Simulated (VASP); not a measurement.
# SnO2 (Cassiterite) (P4_2/mnm) in VASP: settings compared

SnO2 (Cassiterite) is run at these levels: PBE, BLYP+D3(BJ); tasks: single point.

All numbers are computed with VASP 6.6.1; they aren't measurements. Logs are shortened: lines on timing, memory, paths and dates and some standing lists are left out, and cuts for length are marked.

## 1. The cell of the first run

The structure is tetragonal, space group P4_2/mnm (No. 136). Conventional cell: a = 4.738 Å, b = 4.738 Å, c = 3.187 Å, α = 90.00°, β = 90.00°, γ = 90.00°. Within 2.7 Å of Sn (site symmetry mmm) lie 6 O at 2.05 to 2.06 Å. O (site symmetry m2m) has 3 Sn at 2.05 to 2.06 Å and 1 O at 2.59 Å within 2.7 Å.

## 2. Single point, PBE

File INCAR:

```
SYSTEM = SnO2
PREC = Accurate ; ENCUT = 520
EDIFF = 1E-6 ; ISMEAR = -1
SIGMA = 0.05 ; LREAL = .FALSE.
LASPH = .TRUE. ; NELM = 60
ALGO = Normal ; ISIF = 2
LWAVE = .FALSE. ; LCHARG = .FALSE.
GGA = PE ; NBANDS = 35
```

File KPOINTS:

```
Automatic mesh
0
G
  4 4 6
  0 0 0
```

File POSCAR:

```
SnO2
1.0
    4.7380000000      0.0000000000      0.0000000000
    0.0000000000      4.7380000000      0.0000000000
    0.0000000000      0.0000000000      3.1865000000
Sn O
2 4
Direct
    0.5000000000      0.5000000000      0.5000000000
    0.0000000000      0.0000000000      0.0000000000
    0.8071000000      0.1929000000      0.5000000000
    0.6929000000      0.6929000000      0.0000000000
    0.1929000000      0.8071000000      0.5000000000
    0.3071000000      0.3071000000      0.0000000000
```

Potentials or basis: VASP PAW PBE potentials, release 64 (Sn_d, O).

Command:

```
cat potpaw_PBE.64/Sn_d/POTCAR potpaw_PBE.64/O/POTCAR > POTCAR
mpirun -np 1 vasp_std > vasp.out
```

OUTCAR:

```text
SYSTEM = SnO2
   PREC = Accurate
   ENCUT = 520
   EDIFF = 1E-6
   ISMEAR = -1
   LREAL = .FALSE.
   LASPH = .TRUE.
   NELM = 60
   ISIF = 2
   GGA = PE

 ion  position               nearest neighbor table
   1  0.500  0.500  0.500-   4 2.05   6 2.05   4 2.05   6 2.05   5 2.06   3 2.06   2 3.71   2 3.71
                             2 3.71   2 3.71   2 3.71   2 3.71   2 3.71   2 3.71
   2  0.000  0.000  0.000-   3 2.05   5 2.05   3 2.05   5 2.05   4 2.06   6 2.06   1 3.71   1 3.71
                             1 3.71   1 3.71   1 3.71   1 3.71   1 3.71   1 3.71
   3  0.807  0.193  0.500-   2 2.05   2 2.05   1 2.06
   4  0.693  0.693  0.000-   1 2.05   1 2.05   2 2.06
   5  0.193  0.807  0.500-   2 2.05   2 2.05   1 2.06
   6  0.307  0.307  0.000-   1 2.05   1 2.05   2 2.06

  LATTYP: Found a simple tetragonal cell.
 ALAT       =     4.7380000000
 C/A-ratio  =     0.6725411566

  Lattice vectors:

 A1 = (   4.7380000000,   0.0000000000,   0.0000000000)
 A2 = (   0.0000000000,   4.7380000000,   0.0000000000)
 A3 = (   0.0000000000,   0.0000000000,   3.1865000000)

Analysis of symmetry for initial positions (statically):
=====================================================================
 Subroutine PRICEL returns:
 Original cell was already a primitive cell.

 Routine SETGRP: Setting up the symmetry group for a
 simple tetragonal supercell.

 Subroutine GETGRP returns: Found 16 space group operations
 (whereof  8 operations were pure point group operations)
 out of a pool of 16 trial point group operations.

The static configuration has the point symmetry D_2h.
 The point group associated with its full space group is D_4h.

Analysis of symmetry for dynamics (positions and initial velocities):
=====================================================================
 Subroutine PRICEL returns:
 Original cell was already a primitive cell.

 Routine SETGRP: Setting up the symmetry group for a
 simple tetragonal supercell.

 Subroutine GETGRP returns: Found 16 space group operations
 (whereof  8 operations were pure point group operations)
 out of a pool of 16 trial point group operations.

The dynamic configuration has the point symmetry D_2h.
 The point group associated with its full space group is D_4h.

 Subroutine INISYM returns: Found 16 space group operations
 (whereof  8 operations are pure point group operations),
 and found     1 'primitive' translations

----------------------------------------------------------------------------------------

                                     Primitive cell

  volume of cell :      71.5326

  direct lattice vectors                    reciprocal lattice vectors
     4.738000000  0.000000000  0.000000000     0.211059519  0.000000000  0.000000000
     0.000000000  4.738000000  0.000000000     0.000000000  0.211059519  0.000000000
     0.000000000  0.000000000  3.186500000     0.000000000  0.000000000  0.313823945

  length of vectors
     4.738000000  4.738000000  3.186500000     0.211059519  0.211059519  0.313823945

  position of ions in fractional coordinates (direct lattice)
     0.500000000  0.500000000  0.500000000
     0.000000000  0.000000000  0.000000000
     0.807100000  0.192900000  0.500000000
     0.692900000  0.692900000  0.000000000
     0.192900000  0.807100000  0.500000000
     0.307100000  0.307100000  0.000000000

  ion indices of the primitive-cell ions
   primitive index   ion index
                 1           1
                 2           2
                 3           3
                 4           4
                 5           5
                 6           6

----------------------------------------------------------------------------------------

 KPOINTS: Automatic mesh

Automatic generation of k-mesh.
 Grid dimensions read from file:
 generate k-points for:    4    4    6

 Generating k-lattice:

  Cartesian coordinates                     Fractional coordinates (reciprocal lattice)
     0.052764880  0.000000000  0.000000000     0.250000000  0.000000000  0.000000000
     0.000000000  0.052764880  0.000000000     0.000000000  0.250000000  0.000000000
     0.000000000  0.000000000  0.052303991     0.000000000  0.000000000  0.166666667

  Length of vectors
     0.052764880  0.052764880  0.052303991

  Shift w.r.t. Gamma in fractional coordinates (k-lattice)
     0.000000000  0.000000000  0.000000000

 Subroutine IBZKPT returns following result:
 ===========================================

 Found     24 irreducible k-points:

 Following reciprocal coordinates:
            Coordinates               Weight
  0.000000  0.000000  0.000000      1.000000
  0.250000  0.000000  0.000000      4.000000
  0.500000  0.000000  0.000000      2.000000
  0.250000  0.250000  0.000000      4.000000
  0.500000  0.250000  0.000000      4.000000
  0.500000  0.500000  0.000000      1.000000
[... 16 lines left out ...]
  0.500000  0.250000  0.500000      4.000000
  0.500000  0.500000  0.500000      1.000000
   k-points           NKPTS =     24   k-points in BZ     NKDIM =     24   number of bands    NBANDS=     35
   number of dos      NEDOS =    301   number of ions     NIONS =      6
   total plane-waves  NPLWV =  31104
   dimension x,y,z NGX =    36 NGY =   36 NGZ =   24
   dimension x,y,z NGXF=    72 NGYF=   72 NGZF=   48
   ions per type =               2   4
   NGX,Y,Z   is equivalent  to a cutoff of  12.63, 12.63, 12.52 a.u.
   NGXF,Y,Z  is equivalent  to a cutoff of  25.26, 25.26, 25.04 a.u.
 SYSTEM =  SnO2
   PREC   = accura    normal or accurate (medium, high low for compatibility)
   ISTART =      0    job   : 0-new  1-cont  2-samecut
   ICHARG =      2    charge: 1-file 2-atom 10-const
   ISPIN  =      1    spin polarized calculation?
   LNONCOLLINEAR =      F non collinear calculations
   LSORBIT =      F    spin-orbit coupling
   LASPH  =      T    aspherical Exc in radial PAW
   ENCUT  =  520.0 eV  38.22 Ry    6.18 a.u.   8.81  8.81  5.92*2*pi/ulx,y,z
   NELM   =     60;   NELMIN=  2; NELMDL= -5     # of ELM steps
   EDIFF  = 0.1E-05   stopping-criterion for ELM
   LREAL  =      F    real-space projection
   EDIFFG = 0.1E-04   stopping-criterion for IOM
   NSW    =      0    number of steps for IOM
   IBRION =     -1    ionic relax: 0-MD 1-quasi-New 2-CG
   NFREE  =      0    steps in history (QN), initial steepest desc. (CG)
   ISIF   =      2    stress and relaxation
   ISYM   =      2    0-nonsym 1-usesym 2-fastsym
   POTIM  = 0.5000    time-step for ionic-motion
   TEBEG  =    0.0;   TEEND  =   0.0 temperature during run
   PSTRESS=    0.0 pullay stress
   NELECT =      52.0000    total number of electrons
   NUPDOWN=      -1.0000    fix difference up-down
   EMIN   =  10.00;   EMAX   =-10.00  energy-range for DOS
   EFERMI =   0.00;   METHOD = LEGACY
   ISMEAR =    -1;   SIGMA  =   0.05  broadening in eV -4-tet -1-fermi 0-gaus
   EFERMI_NEDOS =   21; number of points for ismear=-14 and -15
   IALGO  =     38    algorithm
   IMIX   =      4    mixing-type and parameters
     AMIX     =   0.40;   BMIX     =  1.00
     AMIX_MAG =   1.60;   BMIX_MAG =  1.00
  volume/ion in A,a.u.               =      11.92        80.45
  Fermi-wavevector in a.u.,A,eV,Ry     =   1.472000  2.781677 29.480903  2.166785
  Thomas-Fermi vector in A             =   2.587068
   LORBIT       =      0    0 simple, 1 ext, 2 COOP (PROOUT), +10 PAW based schemes
   GGA     = PE    functional components
   LHFCALC =     F    Hartree Fock is set to
   AEXX    =    0.0000 exact exchange contribution
   IVDW    =     0    specifies the selected vdW correction
   LEPSILON=     F    determine dielectric tensor
   LRPA    =     F    only Hartree local field effects (RPA)
 non-spin polarized calculation
  energy-cutoff  :      520.00
  volume of cell :       71.53
 maximum number of plane-waves:      1992
 NGX is ok and might be reduce to    36
   NGX = 17   NGY = 17   NGZ = 11

 number of electron      51.9999993 magnetization

 Free energy of the ion-electron system (eV)
  ---------------------------------------------------
  ext. energy  EPLUGINS =         0.00000000
  ---------------------------------------------------
  free energy    TOTEN  =       -37.15833262 eV

  energy without entropy =      -37.15833254  energy(sigma->0) =      -37.15833258

 E-fermi :   6.7810     XC(G=0): -11.2574

 val. band max:        6.1439703750   @ k =   0.0000   0.0000   0.0000
 cond. band min:       7.4160197378   @ k =   0.0000   0.0000   0.0000
 fundamental gap:      1.2720493628
 Fermi energy:         6.7809601841

 k-point     1 :       0.0000    0.0000    0.0000
  band No.  band energies     occupation
      1     -14.9633      2.00000
      2     -14.1853      2.00000
      3     -13.9020      2.00000
      4     -13.8801      2.00000
      5     -13.8801      2.00000
      6     -13.8001      2.00000
[... 27 lines left out ...]
     34      18.2536      0.00000
     35      18.7801      0.00000

 k-point     2 :       0.2500    0.0000    0.0000
  band No.  band energies     occupation
      1     -14.8676      2.00000
      2     -14.2984      2.00000
      3     -13.9020      2.00000
      4     -13.8764      2.00000
      5     -13.8762      2.00000
      6     -13.8674      2.00000
[... 27 lines left out ...]
     34      18.3313      0.00000
     35      18.7202      0.00000

 k-point     3 :       0.5000    0.0000    0.0000
  band No.  band energies     occupation
      1     -14.6053      2.00000
      2     -14.6053      2.00000
      3     -13.9000      2.00000
      4     -13.9000      2.00000
      5     -13.8724      2.00000
      6     -13.8724      2.00000
[... 27 lines left out ...]
     34      18.6470      0.00000
     35      18.8238      0.00000
[... 723 lines left out ...]
 k-point    23 :       0.5000    0.2500    0.5000
  band No.  band energies     occupation
      1     -14.8207      2.00000
      2     -14.8207      2.00000
      3     -14.0420      2.00000
      4     -14.0420      2.00000
      5     -13.7430      2.00000
      6     -13.7430      2.00000
[... 27 lines left out ...]
     34      17.7757      0.00000
     35      19.0100      0.00000

 k-point    24 :       0.5000    0.5000    0.5000
  band No.  band energies     occupation
      1     -14.7201      2.00000
      2     -14.7201      2.00000
      3     -14.2146      2.00000
      4     -14.2146      2.00000
      5     -13.7387      2.00000
      6     -13.7387      2.00000
[... 27 lines left out ...]
     34      17.3599      0.00000
     35      19.3410      0.00000

------------------------ aborting loop because EDIFF is reached ----------------------------------------

  FORCE on cell =-STRESS in cart. coord.  units (eV):
  Direction    XX          YY          ZZ          XY          YZ          ZX
  --------------------------------------------------------------------------------------
  -------------------------------------------------------------------------------------
  Total        4.7716298      4.7716298      6.2410132      0.0000000      0.0000000      0.0000000
  in kB      106.8743005    106.8743005    139.7853460      0.0000000      0.0000000      0.0000000
  external PRESSURE =     117.8446490 kB  Pullay stress =       0.0000000 kB

 VOLUME and BASIS-vectors are now :
 -----------------------------------------------------------------------------
  energy-cutoff  :      520.00
  volume of cell :       71.53
      direct lattice vectors                 reciprocal lattice vectors
     4.738000000  0.000000000  0.000000000     0.211059519  0.000000000  0.000000000
     0.000000000  4.738000000  0.000000000     0.000000000  0.211059519  0.000000000
     0.000000000  0.000000000  3.186500000     0.000000000  0.000000000  0.313823945

 POSITION                                       TOTAL-FORCE (eV/Angst)
 -----------------------------------------------------------------------------------
      2.36900      2.36900      1.59325        -0.000000      0.000000      0.000000
      0.00000      0.00000      0.00000        -0.000000      0.000000      0.000000
      3.82404      0.91396      1.59325        -0.207956      0.207956      0.000000
      3.28296      3.28296      0.00000         0.207956      0.207956      0.000000
      0.91396      3.82404      1.59325         0.207956     -0.207956      0.000000
      1.45504      1.45504      0.00000        -0.207956     -0.207956      0.000000
 -----------------------------------------------------------------------------------
    total drift:                               -0.000000      0.000000      0.000000

  FREE ENERGIE OF THE ION-ELECTRON SYSTEM (eV)
  ---------------------------------------------------
  free  energy   TOTEN  =       -37.1583326234 eV

  energy  without entropy=      -37.1583325355  energy(sigma->0) =      -37.15833258
```

It took 19 s on 1 thread of Intel Xeon 6975P-C (Granite Rapids), shared host; peak memory 0.19 GiB.

What came out:

| Property | Result |
| --- | --- |
| Free energy | -37.1583 eV |
| Pressure | 11.8 GPa |
| Largest force | 0.294 eV/Å |
| Band gap on the k mesh | 1.27 eV, direct |

Forces in eV/Å, atoms in the order of the input:
```
Sn   0.000  0.000  0.000
Sn   0.000  0.000  0.000
O   -0.208  0.208  0.000
O    0.208  0.208  0.000
O    0.208 -0.208  0.000
O   -0.208 -0.208  0.000
```

Stress tensor (GPa, compression positive):
```
10.69  0.00  0.00
 0.00 10.69  0.00
 0.00  0.00 13.98
```

Caveat: spin-orbit coupling is left out, which moves the levels of the heavy elements. PBE gaps usually lie below the measured ones, often by a third to a half.

## 3. Single point, BLYP+D3(BJ)

This run uses another cell than the first one, of 11.21 Å³/atom, 0.940 times its volume.

File INCAR:

```
AGGAC = 1.0
AGGAX = 1.0
ALDAC = 0.0
ALDAX = 1.0
ALGO = Normal
EDIFF = 1E-6
ENCUT = 520
GGA = B5
ISIF = 2
ISMEAR = -1
IVDW = 12
LASPH = True
LCHARG = True
LELF = True
LREAL = False
LVHAR = True
LWAVE = False
NBANDS = 35
NELM = 80
PREC = Accurate
SIGMA = 0.05
VDW_A1 = 0.4298
VDW_A2 = 4.2359
VDW_S6 = 1.0
VDW_S8 = 2.6996
```

File KPOINTS:

```
k-points
0
Gamma
  6 6 8
```

POSCAR, as its differences from that of step 2:

```diff
@@ -2,5 +2,5 @@
 1.0
-    4.7380000000      0.0000000000      0.0000000000
-    0.0000000000      4.7380000000      0.0000000000
-    0.0000000000      0.0000000000      3.1865000000
+    4.6412789831      0.0000000000      0.0000000000
+    0.0000000000      4.6412789831      0.0000000000
+    0.0000000000      0.0000000000      3.1214511354
 Sn O
```

Potentials or basis: VASP PAW PBE potentials, release 64 (Sn_d, O).

Command:

```
cat potpaw_PBE.64/Sn_d/POTCAR potpaw_PBE.64/O/POTCAR > POTCAR
mpirun -np 1 vasp_std > vasp.out
```

It took 42 s on 1 thread of Intel Xeon 6975P-C (Granite Rapids), shared host; peak memory 0.23 GiB.

It converged, with:

```yaml
Free_energy: -36.9751 eV
Pressure: 27.8 GPa
Largest_force: 0.682 eV/Å
Band_gap_on_the_k_mesh: 2.12 eV, direct
Dispersion_energy_per_atom: -0.523 eV
```

Forces on the atoms (eV/Å):
```
Sn   0.000  0.000  0.000
Sn   0.000  0.000  0.000
O   -0.482  0.482  0.000
O    0.482  0.482  0.000
O    0.482 -0.482  0.000
O   -0.482 -0.482  0.000
```

Stress tensor (GPa, compression positive):
```
24.45  0.00  0.00
 0.00 24.45  0.00
 0.00  0.00 34.51
```

Levels at points of the mesh, in eV from the valence-band top:
| k point | band 23 | band 24 | band 25 | band 26 | band 27 | band 28 | band 29 | band 30 |
| --- | --- | --- | --- | --- | --- | --- | --- | --- |
| (0.00, 0.00, 0.00) | -1.14 | -0.82 | -0.82 | 0.00 | 2.12 | 6.80 | 6.87 | 6.87 |
| (0.50, 0.00, 0.00) | -1.12 | -1.12 | -0.65 | -0.65 | 5.19 | 5.19 | 7.60 | 7.60 |
| (0.50, 0.50, 0.00) | -1.23 | -1.23 | -0.95 | -0.95 | 5.59 | 5.59 | 8.11 | 8.11 |
| (0.00, 0.00, 0.50) | -1.79 | -1.79 | -1.32 | -1.32 | 7.01 | 7.01 | 10.43 | 10.43 |
| (0.50, 0.00, 0.50) | -1.20 | -1.20 | -0.60 | -0.60 | 7.30 | 7.30 | 8.79 | 8.79 |
| (0.50, 0.50, 0.50) | -1.02 | -1.02 | -0.90 | -0.90 | 5.67 | 5.67 | 9.36 | 9.36 |

Caveat: the PAW data sets were made with another functional, which shifts forces and pressure a little; spin-orbit coupling is left out, which moves the levels of the heavy elements. As with any semilocal functional, this BLYP gap is likely too small.

[end of part 1 of 2]
